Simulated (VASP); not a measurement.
Set up this calculation in VASP 6.6.1, as the native input.

```yaml
Task: single point
Functional: PBE
Potentials_or_basis: VASP PAW PBE potentials, release 64 (Fe)
Cutoff: 520 eV
k_mesh: 12 × 12 × 12
Occupations: fermi-dirac, width 0.1 eV
Spin: collinear spin, ferromagnetic start
Starting_moments: "[4.0] μB"
Dipole_correction: no
Further_INCAR_settings: ALGO = Normal; EDIFF = 1e-07; NBANDS = 14
```

The structure of Fe lies in POSCAR:

```
Fe
1.0
    0.0000000000      1.7665000000      1.7665000000
    1.7665000000      0.0000000000      1.7665000000
    1.7665000000      1.7665000000      0.0000000000
Fe
1
Direct
    0.0000000000      0.0000000000      0.0000000000
```

One way to write it, as run:

INCAR

```
SYSTEM = Fe
  PREC = Accurate
  ENCUT = 520
  EDIFF = 1E-7
  ISMEAR = -1
  SIGMA = 0.1
  LREAL = .False.
  LASPH = .True.
  NELM = 150
  ALGO = Normal
  ISIF = 2
  LWAVE = .False.
  LCHARG = .False.
  ISPIN = 2
  MAGMOM = 4
  LORBIT = 11
  LMAXMIX = 4
  GGA = PE
  NBANDS = 14
```

KPOINTS

```
regular mesh
0
Gamma
  12 12 12
  0 0 0
```

Potentials or basis: VASP PAW PBE potentials, release 64 (Fe).

The run is started by

```bash
$ cat potpaw_PBE.64/Fe/POTCAR > POTCAR
$ mpirun -np 1 vasp_std > vasp.out
```

Results of the run:

| Quantity | Value |
| --- | --- |
| Pressure | -6.2 GPa |
| Net moment | 1.34 μB per cell |
| Site moments | Fe +1.33 μB |
| Valence electrons inside the program's atomic spheres | Fe 7.33 |

Caveat: the moment fell far below its start of 4 μB, so a state of higher moment may lie lower in energy.

Wall time 28 s on 1 thread of Intel Xeon 6975P-C (shared host), peak memory 0.14 GiB.
